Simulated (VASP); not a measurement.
# BaTe in VASP: a series of runs

BaTe is run at these levels: r2SCAN, HSE06; tasks: single point.

Everything below comes from runs of VASP 6.6.1. Logs are shortened: lines on timing, memory, paths and dates and some standing lists are left out, and cuts for length are marked.

### 1 The cell of the first run

The structure is trigonal, space group R-3m (No. 166). Conventional cell: a = 5.046 Å, b = 5.046 Å, c = 12.112 Å, α = 90.00°, β = 90.00°, γ = 120.00°. Ba (site symmetry -3m) has 6 Te at 3.54 Å within 4.7 Å. Te (site symmetry -3m) has 6 Ba at 3.54 Å within 4.7 Å.

### 2 Single point, r2SCAN (epitaxial 111 strain +1.0%)

File POSCAR:

```
BaTe
1.0
   -0.0474385061      3.5202722075      3.5202722075
    3.5202722075     -0.0474385061      3.5202722075
    3.5202722075      3.5202722075     -0.0474385061
Ba Te
1 1
Direct
    0.0000000000      0.0000000000      0.0000000000
    0.5000000000      0.5000000000      0.5000000000
```

File INCAR.step1:

```
PREC     = Accurate       # precision mode
ENCUT    = 520            # plane-wave cutoff, eV
ISMEAR   = 0              # smearing method
SIGMA    = 0.01           # smearing width, eV
LREAL    = F              # projectors in reciprocal space
LASPH    = T              # aspherical terms in the spheres
NELM     = 100            # most SCF steps
NBANDS   = 15             # bands
GGA      = PE             # functional
ALGO     = Normal         # electronic algorithm
EDIFF    = 1E-4           # SCF threshold, eV
LWAVE    = T              # write WAVECAR
LCHARG   = F              # write CHGCAR
```

File INCAR.step2:

```
PREC     = Accurate       # precision mode
ENCUT    = 520            # plane-wave cutoff, eV
EDIFF    = 1E-6           # SCF threshold, eV
ISMEAR   = 0              # smearing method
SIGMA    = 0.01           # smearing width, eV
LREAL    = F              # projectors in reciprocal space
LASPH    = T              # aspherical terms in the spheres
NELM     = 100            # most SCF steps
ALGO     = Normal         # electronic algorithm
ISIF     = 2              # what is computed and relaxed
LWAVE    = F              # write WAVECAR
LCHARG   = T              # write CHGCAR
METAGGA  = R2SCAN         # meta-GGA
LMIXTAU  = T            
LELF     = T              # ELF
LVHAR    = T            
NBANDS   = 15             # bands
ISTART   = 1
```

File KPOINTS:

```
regular mesh
0
Gamma
  6 6 6
```

Potentials or basis: VASP PAW PBE potentials, release 64 (Ba_sv, Te).

On the command line:

```console
$ cat potpaw_PBE.64/Ba_sv/POTCAR potpaw_PBE.64/Te/POTCAR > POTCAR
$ cp INCAR.step1 INCAR
$ mpirun -np 1 vasp_std > vasp.out
$ cp INCAR.step2 INCAR
$ mpirun -np 1 vasp_std > vasp.out
```

OUTCAR:

```text
PREC = Accurate
   ENCUT = 520
   EDIFF = 1E-6
   ISMEAR = 0
   LREAL = F
   LASPH = T
   NELM = 100
   ISIF = 2
   METAGGA = R2SCAN
   ISTART = 1

 ion  position               nearest neighbor table
   1  0.000  0.000  0.000-   2 3.54   2 3.54   2 3.54   2 3.54   2 3.54   2 3.54
   2  0.500  0.500  0.500-   1 3.54   1 3.54   1 3.54   1 3.54   1 3.54   1 3.54

  LATTYP: Found a trigonal (rhomboedric) cell.
 ALAT       =     4.9786427108
 COS(alpha) =     0.4864800220

  Lattice vectors:

 A1 = (  -0.0474385061,   3.5202722075,   3.5202722075)
 A2 = (   3.5202722075,  -0.0474385061,   3.5202722075)
 A3 = (   3.5202722075,   3.5202722075,  -0.0474385061)

Analysis of symmetry for initial positions (statically):
=====================================================================
 Subroutine PRICEL returns:
 Original cell was already a primitive cell.

 Routine SETGRP: Setting up the symmetry group for a
 trigonal (rhombohedral) supercell.

 Subroutine GETGRP returns: Found 12 space group operations
 (whereof 12 operations were pure point group operations)
 out of a pool of 12 trial point group operations.

The static configuration has the point symmetry D_3d.

Analysis of symmetry for dynamics (positions and initial velocities):
=====================================================================
 Subroutine PRICEL returns:
 Original cell was already a primitive cell.

 Routine SETGRP: Setting up the symmetry group for a
 trigonal (rhombohedral) supercell.

 Subroutine GETGRP returns: Found 12 space group operations
 (whereof 12 operations were pure point group operations)
 out of a pool of 12 trial point group operations.

The dynamic configuration has the point symmetry D_3d.

 Subroutine INISYM returns: Found 12 space group operations
 (whereof 12 operations are pure point group operations),
 and found     1 'primitive' translations

----------------------------------------------------------------------------------------

                                     Primitive cell

  volume of cell :      89.0122

  direct lattice vectors                    reciprocal lattice vectors
    -0.047438506  3.520272208  3.520272208    -0.139195197  0.141096587  0.141096587
     3.520272208 -0.047438506  3.520272208     0.141096587 -0.139195197  0.141096587
     3.520272208  3.520272208 -0.047438506     0.141096587  0.141096587 -0.139195197

  length of vectors
     4.978642711  4.978642711  4.978642711     0.243293643  0.243293643  0.243293643

  position of ions in fractional coordinates (direct lattice)
     0.000000000  0.000000000  0.000000000
     0.500000000  0.500000000  0.500000000

  ion indices of the primitive-cell ions
   primitive index   ion index
                 1           1
                 2           2

----------------------------------------------------------------------------------------

 KPOINTS: regular mesh

Automatic generation of k-mesh.
 Grid dimensions read from file:
 generate k-points for:    6    6    6

 Generating k-lattice:

  Cartesian coordinates                     Fractional coordinates (reciprocal lattice)
    -0.023199199  0.023516098  0.023516098     0.166666667  0.000000000  0.000000000
     0.023516098 -0.023199199  0.023516098     0.000000000  0.166666667  0.000000000
     0.023516098  0.023516098 -0.023199199     0.000000000  0.000000000  0.166666667

  Length of vectors
     0.040548940  0.040548940  0.040548940

  Shift w.r.t. Gamma in fractional coordinates (k-lattice)
     0.000000000  0.000000000  0.000000000

 Subroutine IBZKPT returns following result:
 ===========================================

 Found     32 irreducible k-points:

 Following reciprocal coordinates:
            Coordinates               Weight
  0.000000  0.000000  0.000000      1.000000
  0.166667  0.000000  0.000000      6.000000
  0.333333 -0.000000 -0.000000      6.000000
  0.500000  0.000000  0.000000      3.000000
  0.166667  0.166667  0.000000      6.000000
  0.333333  0.166667 -0.000000     12.000000
[... 16 lines left out ...]
  0.500000  0.500000  0.166667      6.000000
 -0.333333  0.500000  0.166667     12.000000
 [... further k-points ...]
   k-points           NKPTS =     32   k-points in BZ     NKDIM =     32   number of bands    NBANDS=     15
   number of dos      NEDOS =    301   number of ions     NIONS =      2
   total plane-waves  NPLWV =  64000
   dimension x,y,z NGX =    40 NGY =   40 NGZ =   40
   dimension x,y,z NGXF=    80 NGYF=   80 NGZF=   80
   ions per type =               1   1
   NGX,Y,Z   is equivalent  to a cutoff of  13.36, 13.36, 13.36 a.u.
   NGXF,Y,Z  is equivalent  to a cutoff of  26.71, 26.71, 26.71 a.u.
 SYSTEM =  unknown system
   PREC   = accura    normal or accurate (medium, high low for compatibility)
   ISTART =      1    job   : 0-new  1-cont  2-samecut
   ICHARG =      0    charge: 1-file 2-atom 10-const
   ISPIN  =      1    spin polarized calculation?
   LNONCOLLINEAR =      F non collinear calculations
   LSORBIT =      F    spin-orbit coupling
   LASPH  =      T    aspherical Exc in radial PAW
   ENCUT  =  520.0 eV  38.22 Ry    6.18 a.u.   9.26  9.26  9.26*2*pi/ulx,y,z
   NELM   =    100;   NELMIN=  2; NELMDL=  0     # of ELM steps
   EDIFF  = 0.1E-05   stopping-criterion for ELM
   LREAL  =      F    real-space projection
   EDIFFG = 0.1E-04   stopping-criterion for IOM
   NSW    =      0    number of steps for IOM
   IBRION =     -1    ionic relax: 0-MD 1-quasi-New 2-CG
   NFREE  =      0    steps in history (QN), initial steepest desc. (CG)
   ISIF   =      2    stress and relaxation
   ISYM   =      2    0-nonsym 1-usesym 2-fastsym
   POTIM  = 0.5000    time-step for ionic-motion
   TEBEG  =    0.0;   TEEND  =   0.0 temperature during run
   PSTRESS=    0.0 pullay stress
   NELECT =      16.0000    total number of electrons
   NUPDOWN=      -1.0000    fix difference up-down
   EMIN   =  10.00;   EMAX   =-10.00  energy-range for DOS
   EFERMI =   0.00;   METHOD = LEGACY
   ISMEAR =     0;   SIGMA  =   0.01  broadening in eV -4-tet -1-fermi 0-gaus
   EFERMI_NEDOS =   21; number of points for ismear=-14 and -15
   IALGO  =     38    algorithm
   IMIX   =      4    mixing-type and parameters
     AMIX     =   0.40;   BMIX     =  1.00
     AMIX_MAG =   1.60;   BMIX_MAG =  1.00
  volume/ion in A,a.u.               =      44.51       300.34
  Fermi-wavevector in a.u.,A,eV,Ry     =   0.923914  1.745945 11.614174  0.853618
  Thomas-Fermi vector in A             =   2.049603
   LORBIT       =      0    0 simple, 1 ext, 2 COOP (PROOUT), +10 PAW based schemes
   METAGGA = R2SCAN    functional components
   LHFCALC =     F    Hartree Fock is set to
   AEXX    =    0.0000 exact exchange contribution
   IVDW    =     0    specifies the selected vdW correction
   LEPSILON=     F    determine dielectric tensor
   LRPA    =     F    only Hartree local field effects (RPA)
 non-spin polarized calculation
 Gauss-broadening in eV      SIGMA  =   0.01
  energy-cutoff  :      520.00
  volume of cell :       89.01
 maximum number of plane-waves:      2421
 NGX is ok and might be reduce to    40
   NGX = 19   NGY = 19   NGZ = 19

 number of electron      16.0000000 magnetization

 Free energy of the ion-electron system (eV)
  ---------------------------------------------------
  ext. energy  EPLUGINS =         0.00000000
  ---------------------------------------------------
  free energy    TOTEN  =       -56.02740941 eV

  energy without entropy =      -56.02740941  energy(sigma->0) =      -56.02740941

 E-fermi :   1.9267     XC(G=0):  -8.4737

 val. band max:        1.8799996704   @ k =   0.0000   0.0000   0.0000
 cond. band min:       3.7847724654   @ k =   0.5000   0.5000   0.0000
 fundamental gap:      1.9047727949
 Fermi energy:         1.9267335678

 k-point     1 :       0.0000    0.0000    0.0000
  band No.  band energies     occupation
      1     -26.0795      2.00000
      2     -10.7997      2.00000
      3     -10.7974      2.00000
      4     -10.7974      2.00000
      5      -7.8970      2.00000
      6       1.8137      2.00000
      7       1.8137      2.00000
      8       1.8800      2.00000
      9       5.1500      0.00000
     10       5.1500      0.00000
     11       5.1977      0.00000
     12       5.3528      0.00000
     13       5.8489      0.00000
     14       5.8489      0.00000
     15       9.3219      0.00000

 k-point     2 :       0.1667    0.0000    0.0000
  band No.  band energies     occupation
      1     -26.0768      2.00000
      2     -10.8999      2.00000
      3     -10.8022      2.00000
      4     -10.7990      2.00000
      5      -7.7234      2.00000
      6       1.0920      2.00000
      7       1.4749      2.00000
      8       1.5401      2.00000
      9       5.2422      0.00000
     10       5.4871      0.00000
     11       5.6004      0.00000
     12       6.2537      0.00000
     13       6.5629      0.00000
     14       6.5697      0.00000
     15      10.1090      0.00000

 k-point     3 :       0.3333   -0.0000   -0.0000
  band No.  band energies     occupation
      1     -26.0712      2.00000
      2     -11.0800      2.00000
      3     -10.8077      2.00000
      4     -10.8020      2.00000
      5      -7.3893      2.00000
      6       0.1063      2.00000
      7       0.9712      2.00000
      8       1.0447      2.00000
      9       5.6710      0.00000
     10       6.3347      0.00000
     11       6.4494      0.00000
     12       7.5631      0.00000
     13       8.1705      0.00000
     14       8.1714      0.00000
     15      10.3592      0.00000
[... 343 lines left out ...]
 k-point    23 :       0.5000    0.5000    0.1667
  band No.  band energies     occupation
      1     -26.0651      2.00000
      2     -10.9996      2.00000
      3     -10.8854      2.00000
      4     -10.8558      2.00000
      5      -7.5709      2.00000
      6       0.5531      2.00000
      7       1.0667      2.00000
      8       1.2253      2.00000
      9       4.3578      0.00000
     10       7.1870      0.00000
     11       7.4080      0.00000
     12       7.7092      0.00000
     13       7.7392      0.00000
     14       8.0956      0.00000
     15       9.9483      0.00000

 k-point    24 :      -0.3333    0.5000    0.1667
  band No.  band energies     occupation
      1     -26.0644      2.00000
      2     -10.9522      2.00000
      3     -10.9125      2.00000
      4     -10.8963      2.00000
      5      -7.5561      2.00000
      6       0.7825      2.00000
      7       0.8118      2.00000
      8       1.1082      2.00000
      9       4.7914      0.00000
     10       6.7856      0.00000
     11       7.0207      0.00000
     12       7.5858      0.00000
     13       7.9823      0.00000
     14       8.7940      0.00000
     15      10.3490      0.00000

 [... further k-points ...]

------------------------ aborting loop because EDIFF is reached ----------------------------------------

  FORCE on cell =-STRESS in cart. coord.  units (eV):
  Direction    XX          YY          ZZ          XY          YZ          ZX
  --------------------------------------------------------------------------------------
  -------------------------------------------------------------------------------------
  Total       -0.0036133     -0.0036133     -0.0036133      0.0874082      0.0874082      0.0874082
  in kB       -0.0650374     -0.0650374     -0.0650374      1.5733062      1.5733062      1.5733062
  external PRESSURE =      -0.0650374 kB  Pullay stress =       0.0000000 kB

 VOLUME and BASIS-vectors are now :
 -----------------------------------------------------------------------------
  energy-cutoff  :      520.00
  volume of cell :       89.01
      direct lattice vectors                 reciprocal lattice vectors
    -0.047438506  3.520272208  3.520272208    -0.139195197  0.141096587  0.141096587
     3.520272208 -0.047438506  3.520272208     0.141096587 -0.139195197  0.141096587
     3.520272208  3.520272208 -0.047438506     0.141096587  0.141096587 -0.139195197

 POSITION                                       TOTAL-FORCE (eV/Angst)
 -----------------------------------------------------------------------------------
      0.00000      0.00000      0.00000        -0.000000      0.000000     -0.000000
      3.49655      3.49655      3.49655         0.000000     -0.000000      0.000000
 -----------------------------------------------------------------------------------
    total drift:                                0.000000     -0.000000     -0.000000

  FREE ENERGIE OF THE ION-ELECTRON SYSTEM (eV)
  ---------------------------------------------------
  free  energy   TOTEN  =       -56.0274094098 eV

  energy  without entropy=      -56.0274094098  energy(sigma->0) =      -56.02740941
```

Wall time 2 min (1 thread of AMD EPYC 9R45 (Zen 5), shared host); peak memory 0.24 GiB.

Results:

* Free energy: -56.0274 eV
* Pressure: 0.0 GPa
* Band gap on the k mesh: 1.90 eV, indirect (least direct gap 2.31 eV)

Levels at points of the mesh, in eV from the valence-band top:
| k point | band 6 | band 7 | band 8 | band 9 | band 10 | band 11 |
| --- | --- | --- | --- | --- | --- | --- |
| (0.00, 0.00, 0.00) | -0.07 | -0.07 | 0.00 | 3.27 | 3.27 | 3.32 |
| (0.50, 0.00, 0.00) | -2.17 | -1.11 | -1.03 | 4.55 | 5.07 | 5.19 |
| (0.50, 0.50, 0.00) | -1.18 | -0.46 | -0.40 | 1.90 | 4.84 | 5.13 |
| (0.50, 0.50, 0.50) | -2.15 | -1.15 | -1.15 | 4.51 | 5.15 | 5.33 |

Caveat: the cell differs from its parent crystal (epitaxial 111 strain +1.0%); the PAW data sets were made with another functional, which shifts forces and pressure a little; spin-orbit coupling is left out, which moves the levels of the heavy elements. A k mesh can miss the band edges.

### 3 Single point, HSE06

This run uses another cell than the first one, of 44.08 Å³/atom, 0.990 times its volume.

File POSCAR:

```
BaTe
1.0
    0.0000000000      3.5323868452      3.5323868452
    3.5323868452      0.0000000000      3.5323868452
    3.5323868452      3.5323868452      0.0000000000
Ba Te
1 1
Direct
    0.0000000000      0.0000000000      0.0000000000
    0.5000000000      0.5000000000      0.5000000000
```

File INCAR.step1:

```
SYSTEM = BaTe
PREC = Accurate ; ENCUT = 520
EDIFF = 1E-5 ; ISMEAR = 0
SIGMA = 0.01 ; LREAL = .FALSE.
LASPH = .TRUE. ; NELM = 80
ALGO = Normal ; ISIF = 2
LWAVE = .TRUE. ; GGA = PE
NBANDS = 15
```

File INCAR.step2:

```
SYSTEM = BaTe
PREC = Accurate ; ENCUT = 520
EDIFF = 1E-6 ; ISMEAR = 0
SIGMA = 0.01 ; LREAL = .FALSE.
LASPH = .TRUE. ; NELM = 80
ALGO = Normal ; ISIF = 2
LWAVE = .FALSE. ; LCHARG = .TRUE.
GGA = PE ; LHFCALC = .TRUE.
HFSCREEN = 0.2079 ; PRECFOCK = Normal
LELF = .TRUE. ; LVHAR = .TRUE.
ISTART = 1 ; NBANDS = 15
```

File KPOINTS:

```
regular mesh
0
G
  4 4 4
  0 0 0
```

Potentials or basis: VASP PAW PBE potentials, release 64 (Ba_sv, Te).

On the command line:

```console
$ cat potpaw_PBE.64/Ba_sv/POTCAR potpaw_PBE.64/Te/POTCAR > POTCAR
$ cp INCAR.step1 INCAR
$ mpirun -np 1 vasp_std > vasp.out
$ cp INCAR.step2 INCAR
$ mpirun -np 1 vasp_std > vasp.out
```

It took 5.7 min on 1 thread of AMD EPYC 9R45 (Zen 5), shared host; peak memory 0.33 GiB.

Results (log left out):

```
Free energy            : -9.8006 eV
Pressure               : 0.0 GPa
Band gap on the k mesh : 2.30 eV, indirect (least direct gap 2.73 eV)
```

Levels at points of the mesh, in eV from the valence-band top:
```csv
k point,band 4,band 5,band 6,band 7,band 8,band 9,band 10,band 11,band 12,band 13
"(0.00, 0.00, 0.00)",-13.09,-10.33,0.00,0.00,0.00,3.54,3.79,3.79,3.79,4.39
"(0.50, 0.00, 0.00)",-13.09,-9.55,-2.32,-1.13,-1.13,4.88,5.68,5.87,5.87,7.77
"(0.50, 0.50, 0.00)",-13.17,-10.09,-1.25,-0.43,-0.43,2.30,5.32,5.38,6.48,6.75
```

Caveat: the PAW data sets were made with another functional, which shifts forces and pressure a little; spin-orbit coupling is left out, which moves the levels of the heavy elements.
